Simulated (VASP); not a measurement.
# Si4N (P1) in VASP: relaxation of cell and atoms with PBE

Aim: the relaxation of cell and atoms of Si4N with PBE.

Program: VASP 6.6.1. These are calculated values, not measurements. Logs are shortened: lines on timing, memory, paths and dates and some standing lists are left out, and cuts for length are marked.

### Step 1. The cell of the first run

The typed cell holds 10 atoms: a = 2.757 Å, b = 5.388 Å, c = 9.238 Å, α = 96.32°, β = 97.39°, γ = 100.08°.

### Step 2. Relaxation of cell and atoms, PBE

Input file INCAR:

```
ALGO = Normal ; EDIFF = 1E-6
EDIFFG = -0.04 ; ENCUT = 600
GGA = PE ; IBRION = 2
ISIF = 3 ; ISMEAR = 0
LASPH = T ; LCHARG = F
LREAL = F ; LWAVE = F
NELM = 100 ; NSW = 90
PREC = Accurate ; SIGMA = 0.1
```

Input file KPOINTS:

```
k-points
0
Gamma
  6 4 2
```

Input file POSCAR:

```
Si4N
1.0
    2.7567020479      0.0000000000      0.0000000000
   -0.9428001524      5.3050057484      0.0000000000
   -1.1881991857     -1.2433294381      9.0760007986
Si N
8 2
Direct
    0.3538815072      0.1837723430      0.2050338179
    0.9700706387      0.6307085438      0.0923806079
    0.2761313656      0.4369327477      0.4413283474
    0.5627851819      0.8167728894      0.3283005811
    0.2026286588      0.0339661846      0.5447021461
    0.8459448769      0.6595852661      0.6815594601
    0.3149999675      0.3270449915      0.8026873752
    0.4962774233      0.9340995099      0.8917812966
    0.0865201681      0.9592163949      0.0299631442
    0.3907602120      0.5179011291      0.9822632236
```

Potentials or basis: VASP PAW PBE potentials, release 64 (Si, N).

Run with:

```console
$ cat potpaw_PBE.64/Si/POTCAR potpaw_PBE.64/N/POTCAR > POTCAR
$ mpirun -np 1 vasp_std > vasp.out
```

OUTCAR:

```text
EDIFF = 1E-6
   EDIFFG = -0.04
   ENCUT = 600
   GGA = PE
   IBRION = 2
   ISIF = 3
   ISMEAR = 0
   LASPH = T
   LREAL = F
   NELM = 100
   NSW = 90
   PREC = Accurate

 ion  position               nearest neighbor table
   1  0.354  0.184  0.205-   9 1.89   3 2.50   4 2.50   2 3.00   2 3.03   2 3.06   4 3.10   3 3.13

   2  0.970  0.631  0.092-  10 1.75  10 1.78   9 1.91   4 2.54   4 2.75   8 2.93   8 2.96   1 3.00
                             1 3.03   1 3.06   7 3.14
   3  0.276  0.437  0.441-   5 2.45   4 2.45   1 2.50   6 2.59   6 2.89   1 3.13
   4  0.563  0.817  0.328-   3 2.45   1 2.50   5 2.52   2 2.54   5 2.60   2 2.75   1 3.10
   5  0.203  0.034  0.545-   3 2.45   4 2.52   4 2.60   6 2.61   7 2.66
   6  0.846  0.660  0.682-   7 2.56   3 2.59   8 2.59   5 2.61   7 2.65   8 2.69   3 2.89
   7  0.315  0.327  0.803-  10 1.82   8 2.46   6 2.56   6 2.65   5 2.66   8 3.07   2 3.14
   8  0.496  0.934  0.892-   9 1.82   9 1.91   7 2.46  10 2.46   6 2.59   6 2.69   2 2.93   2 2.96
                             7 3.07
   9  0.087  0.959  0.030-   8 1.82   1 1.89   2 1.91   8 1.91
  10  0.391  0.518  0.982-   2 1.75   2 1.78   7 1.82   8 2.46

  LATTYP: Found a triclinic cell.
 ALAT       =    15.0703749831
 B/A-ratio  =     0.3575313310
 C/A-ratio  =     0.7531584880
 COS(alpha) =     0.0045390662
 COS(beta)  =     0.6484016443
 COS(gamma) =     0.7504884663

  Lattice vectors:

 A1 = (   2.0593009288,  11.8533409349,  -9.0760007986)
 A2 = (  -0.9428001524,   5.3050057484,   0.0000000000)
 A3 = (   6.7016032815,   1.2433294381,  -9.0760007986)

Analysis of symmetry for initial positions (statically):
=====================================================================
 Subroutine PRICEL returns:
 Original cell was already a primitive cell.

 Routine SETGRP: Setting up the symmetry group for a
 triclinic supercell.

 Subroutine GETGRP returns: Found  1 space group operations
 (whereof  1 operations were pure point group operations)
 out of a pool of  2 trial point group operations.

The static configuration has the point symmetry C_1 .

Analysis of symmetry for dynamics (positions and initial velocities):
=====================================================================
 Subroutine PRICEL returns:
 Original cell was already a primitive cell.

 Routine SETGRP: Setting up the symmetry group for a
 triclinic supercell.

 Subroutine GETGRP returns: Found  1 space group operations
 (whereof  1 operations were pure point group operations)
 out of a pool of  2 trial point group operations.

The dynamic configuration has the point symmetry C_1 .

 Subroutine INISYM returns: Found  1 space group operations
 (whereof  1 operations are pure point group operations),
 and found     1 'primitive' translations

----------------------------------------------------------------------------------------

                                     Primitive cell

  volume of cell :     132.7303

  direct lattice vectors                    reciprocal lattice vectors
     2.756702048  0.000000000  0.000000000     0.362752297  0.064467964  0.056321822
    -0.942800152  5.305005748  0.000000000     0.000000000  0.188501210  0.025822949
    -1.188199186 -1.243329438  9.076000799     0.000000000  0.000000000  0.110180687

  length of vectors
     2.756702048  5.388131227  9.237503770     0.372716373  0.190261743  0.110180687

  position of ions in fractional coordinates (direct lattice)
     0.353881507  0.183772343  0.205033818
     0.970070639  0.630708544  0.092380608
     0.276131366  0.436932748  0.441328347
     0.562785182  0.816772889  0.328300581
     0.202628659  0.033966185  0.544702146
     0.845944877  0.659585266  0.681559460
     0.314999968  0.327044992  0.802687375
     0.496277423  0.934099510  0.891781297
     0.086520168  0.959216395  0.029963144
     0.390760212  0.517901129  0.982263224

  ion indices of the primitive-cell ions
   primitive index   ion index
                 1           1
                 2           2
                 3           3
                 4           4
                 5           5
                 6           6
                 7           7
                 8           8
                 9           9
                10          10
[... 20 lines left out ...]
     0.000000000  0.000000000  0.000000000

 Subroutine IBZKPT returns following result:
 ===========================================

 Found     28 irreducible k-points:

 Following reciprocal coordinates:
            Coordinates               Weight
  0.000000  0.000000  0.000000      1.000000
  0.166667  0.000000  0.000000      2.000000
  0.333333  0.000000  0.000000      2.000000
  0.500000  0.000000  0.000000      1.000000
  0.000000  0.250000  0.000000      2.000000
  0.166667  0.250000  0.000000      2.000000
[... 16 lines left out ...]
 -0.333333  0.250000  0.500000      2.000000
 -0.166667  0.250000  0.500000      2.000000
 [... further k-points ...]
   k-points           NKPTS =     28   k-points in BZ     NKDIM =     28   number of bands    NBANDS=     27
   number of dos      NEDOS =    301   number of ions     NIONS =     10
   total plane-waves  NPLWV =  92160
   dimension x,y,z NGX =    24 NGY =   48 NGZ =   80
   dimension x,y,z NGXF=    48 NGYF=   96 NGZF=  160
   ions per type =               8   2
   NGX,Y,Z   is equivalent  to a cutoff of  14.47, 14.81, 14.40 a.u.
   NGXF,Y,Z  is equivalent  to a cutoff of  28.95, 29.62, 28.79 a.u.
 SYSTEM =  unknown system
   PREC   = accura    normal or accurate (medium, high low for compatibility)
   ISTART =      0    job   : 0-new  1-cont  2-samecut
   ICHARG =      2    charge: 1-file 2-atom 10-const
   ISPIN  =      1    spin polarized calculation?
   LNONCOLLINEAR =      F non collinear calculations
   LSORBIT =      F    spin-orbit coupling
   LASPH  =      T    aspherical Exc in radial PAW
   ENCUT  =  600.0 eV  44.10 Ry    6.64 a.u.   5.51 10.76 18.45*2*pi/ulx,y,z
   NELM   =    100;   NELMIN=  2; NELMDL= -5     # of ELM steps
   EDIFF  = 0.1E-05   stopping-criterion for ELM
   LREAL  =      F    real-space projection
   EDIFFG = -.4E-01   stopping-criterion for IOM
   NSW    =     90    number of steps for IOM
   IBRION =      2    ionic relax: 0-MD 1-quasi-New 2-CG
   NFREE  =      1    steps in history (QN), initial steepest desc. (CG)
   ISIF   =      3    stress and relaxation
   ISYM   =      2    0-nonsym 1-usesym 2-fastsym
   POTIM  = 0.5000    time-step for ionic-motion
   TEBEG  =    0.0;   TEEND  =   0.0 temperature during run
   PSTRESS=    0.0 pullay stress
   NELECT =      42.0000    total number of electrons
   NUPDOWN=      -1.0000    fix difference up-down
   EMIN   =  10.00;   EMAX   =-10.00  energy-range for DOS
   EFERMI =   0.00;   METHOD = LEGACY
   ISMEAR =     0;   SIGMA  =   0.10  broadening in eV -4-tet -1-fermi 0-gaus
   EFERMI_NEDOS =   21; number of points for ismear=-14 and -15
   IALGO  =     38    algorithm
   IMIX   =      4    mixing-type and parameters
     AMIX     =   0.40;   BMIX     =  1.00
     AMIX_MAG =   1.60;   BMIX_MAG =  1.00
  volume/ion in A,a.u.               =      13.27        89.57
  Fermi-wavevector in a.u.,A,eV,Ry     =   1.115581  2.108143 16.932742  1.244521
  Thomas-Fermi vector in A             =   2.252187
   LORBIT       =      0    0 simple, 1 ext, 2 COOP (PROOUT), +10 PAW based schemes
   GGA     = PE    functional components
   LHFCALC =     F    Hartree Fock is set to
   AEXX    =    0.0000 exact exchange contribution
   IVDW    =     0    specifies the selected vdW correction
   LEPSILON=     F    determine dielectric tensor
   LRPA    =     F    only Hartree local field effects (RPA)
 conjugate gradient relaxation of ions
 non-spin polarized calculation
 Gauss-broadening in eV      SIGMA  =   0.10
  energy-cutoff  :      600.00
  volume of cell :      132.73
 maximum number of plane-waves:      4468
 NGX is ok and might be reduce to    24
   NGX = 11   NGY = 21   NGZ = 37

--------------------------------------- Ionic step        1  -------------------------------------------

 number of electron      42.0000000 magnetization

 Free energy of the ion-electron system (eV)
  ---------------------------------------------------
  ext. energy  EPLUGINS =         0.00000000
  ---------------------------------------------------
  free energy    TOTEN  =       -58.25843951 eV

  energy without entropy =      -58.23750248  energy(sigma->0) =      -58.24797100

------------------------ aborting loop because EDIFF is reached ----------------------------------------

  FORCE on cell =-STRESS in cart. coord.  units (eV):
  Direction    XX          YY          ZZ          XY          YZ          ZX
  --------------------------------------------------------------------------------------
  -------------------------------------------------------------------------------------
  Total       -0.0220793      1.6509192      0.3426221     -1.5229470     -1.2966133     -0.3219859
  in kB       -0.2665175     19.9281137      4.1357634    -18.3833709    -15.6513155     -3.8866665
  external PRESSURE =       7.9324532 kB  Pullay stress =       0.0000000 kB
[... 113 lines left out ...]
  FREE ENERGIE OF THE ION-ELECTRON SYSTEM (eV)
  ---------------------------------------------------
  free  energy   TOTEN  =       -58.3444622051 eV

  energy  without entropy=      -58.3279312889  energy(sigma->0) =      -58.33619675

[... ionic steps 4 to 51 ...]

--------------------------------------- Ionic step       52  -------------------------------------------

 number of electron      41.9999999 magnetization

------------------------ aborting loop because EDIFF is reached ----------------------------------------
[... 83 lines left out ...]
--------------------------------------- Ionic step       54  -------------------------------------------

 number of electron      41.9999999 magnetization

 Free energy of the ion-electron system (eV)
  ---------------------------------------------------
  ext. energy  EPLUGINS =         0.00000000
  ---------------------------------------------------
  free energy    TOTEN  =       -59.20386084 eV

  energy without entropy =      -59.19100978  energy(sigma->0) =      -59.19743531

 E-fermi :   8.5369     XC(G=0): -10.7238

 val. band max:        8.5308203142   @ k =   0.5000   0.2500   0.5000
 cond. band min:       8.5909440744   @ k =  -0.1667   0.2500  -0.0000
 fundamental gap:      0.0601237602
 Fermi energy:         8.5369139873

 k-point     1 :       0.0000    0.0000    0.0000
  band No.  band energies     occupation
      1     -10.3953      2.00000
      2      -8.7911      2.00000
      3      -4.1107      2.00000
      4      -3.8838      2.00000
      5      -1.5671      2.00000
      6      -0.4652      2.00000
[... 709 lines left out ...]
     26      11.3823      0.00000
     27      12.0273      0.00000

 [... further k-points ...]

------------------------ aborting loop because EDIFF is reached ----------------------------------------

  FORCE on cell =-STRESS in cart. coord.  units (eV):
  Direction    XX          YY          ZZ          XY          YZ          ZX
  --------------------------------------------------------------------------------------
  -------------------------------------------------------------------------------------
  Total       -0.0275934     -0.0594160      0.0006877      0.0093196      0.0232912     -0.0189556
  in kB       -0.3110971     -0.6698754      0.0077539      0.1050727      0.2625922     -0.2137119
  external PRESSURE =      -0.3244062 kB  Pullay stress =       0.0000000 kB
[... 25 lines left out ...]
  FREE ENERGIE OF THE ION-ELECTRON SYSTEM (eV)
  ---------------------------------------------------
  free  energy   TOTEN  =       -59.2038608392 eV

  energy  without entropy=      -59.1910097754  energy(sigma->0) =      -59.19743531

 reached required accuracy - stopping structural energy minimisation
```

Wall time 26 min (1 thread of Intel Xeon 6975P-C (Granite Rapids), shared host); peak memory 0.35 GiB.

Results:

| Quantity | Value |
| --- | --- |
| Free energy | -59.2039 eV |
| Relaxed volume | 14.21 Å³/atom |
| Relaxed cell | a = 2.709 Å, b = 5.777 Å, c = 9.334 Å, α = 98.44°, β = 92.26°, γ = 99.68° |
| Space group after relaxing (to 0.1 Å) | P1 (No. 1) |
| Energy gained by relaxing | 94.5 meV/atom |
| Ionic steps | 54 |
| Pressure after relaxing | 0.0 GPa |
| Largest force after relaxing | 0.026 eV/Å |
| Band gap on the k mesh | zero (bands 21 and 22 overlap by 3.33 eV) |

Forces on the atoms (eV/Å):
```
Si   0.018 -0.005  0.007
Si   0.005  0.006  0.000
Si   0.016 -0.004 -0.005
Si   0.017  0.015  0.008
Si  -0.022 -0.005 -0.001
Si  -0.023 -0.001  0.013
Si  -0.006  0.002  0.000
Si   0.014 -0.002  0.000
N   -0.015  0.009 -0.006
N   -0.004 -0.015 -0.016
```

Step by step:
```
step  energy change (eV)  largest force (eV/Å)  pressure (GPa)  volume (Å³)
   1              0.0000                0.5968            0.79       132.73
   3             -0.0860                0.5286           -0.65       134.40
   5             -0.1353                0.7398            0.80       133.74
   7             -0.2268                0.5323           -0.14       135.07
   9             -0.3035                0.6460            0.00       135.52
  11             -0.3572                0.6813            0.36       135.78
  13             -0.4025                0.4686           -0.46       136.79
  15             -0.4502                0.4506            0.24       136.26
  17             -0.5157                0.7181            0.81       136.85
  19             -0.5550                0.6244           -0.20       138.57
  21             -0.6602                0.4947           -0.25       139.80
  23             -0.6807                0.6805           -0.27       140.50
  25             -0.7372                0.6798            0.05       140.84
  27             -0.8001                0.3893           -0.41       141.30
  29             -0.8440                0.4705            0.75       140.24
  31             -0.8728                0.4028            0.14       141.03
  33             -0.8916                0.2532           -0.58       141.84
  35             -0.9064                0.2964            0.31       141.03
  37             -0.9212                0.2263            0.21       141.11
  39             -0.9273                0.2511           -0.22       141.71
  41             -0.9316                0.1317           -0.06       141.75
  43             -0.9378                0.1372            0.28       141.58
  45             -0.9400                0.1200           -0.17       142.02
  47             -0.9424                0.1206           -0.13       142.06
  49             -0.9439                0.0853            0.11       141.83
  51             -0.9446                0.0631            0.02       141.96
  53             -0.9451                0.0690           -0.03       142.08
  54             -0.9454                0.0265           -0.03       142.11
```

Final structure:
```
Si N
1.0
     2.70605   -0.01581    0.11621
    -0.93576    5.69999   -0.08103
    -0.77112   -1.38389    9.19890
Si N
8 2
Direct
  0.30664 0.13786 0.21264
  0.06413 0.63758 0.07532
  0.32328 0.44070 0.44280
  0.14677 0.78183 0.32675
  0.10984 0.06823 0.56183
  0.70538 0.68788 0.67735
  0.49361 0.33433 0.80527
  0.67185 0.97729 0.89086
  0.17829 0.94260 0.01588
  0.50021 0.49169 0.99131
```

Levels at points of the mesh, in eV from the Fermi level:
| k point | band 19 | band 20 | band 21 | band 22 | band 23 | band 24 |
| --- | --- | --- | --- | --- | --- | --- |
| (0.00, 0.00, 0.00) | -1.49 | -0.60 | 1.37 | 2.51 | 3.40 | 4.02 |
| (0.50, 0.00, 0.00) | -2.45 | -2.07 | -1.66 | -1.12 | -0.98 | 0.31 |
| (0.00, 0.50, 0.00) | -1.57 | -0.49 | 0.49 | 1.39 | 1.80 | 2.54 |
| (0.50, 0.50, 0.00) | -2.58 | -1.93 | -1.18 | -0.71 | 0.29 | 0.51 |
| (0.00, 0.00, 0.50) | -0.94 | 0.16 | 1.79 | 2.27 | 2.74 | 4.10 |
| (0.50, 0.00, 0.50) | -2.32 | -1.76 | -1.72 | -1.54 | -0.85 | 0.48 |
| (0.00, 0.50, 0.50) | -1.77 | -0.39 | -0.10 | 0.75 | 1.92 | 2.80 |
| (0.50, 0.50, 0.50) | -2.34 | -1.82 | -1.22 | -1.01 | -0.30 | 0.64 |

Caveat: the k points lie up to 0.39 Å⁻¹ apart in the final cell, too coarse for converged energies and pressures of a metal.
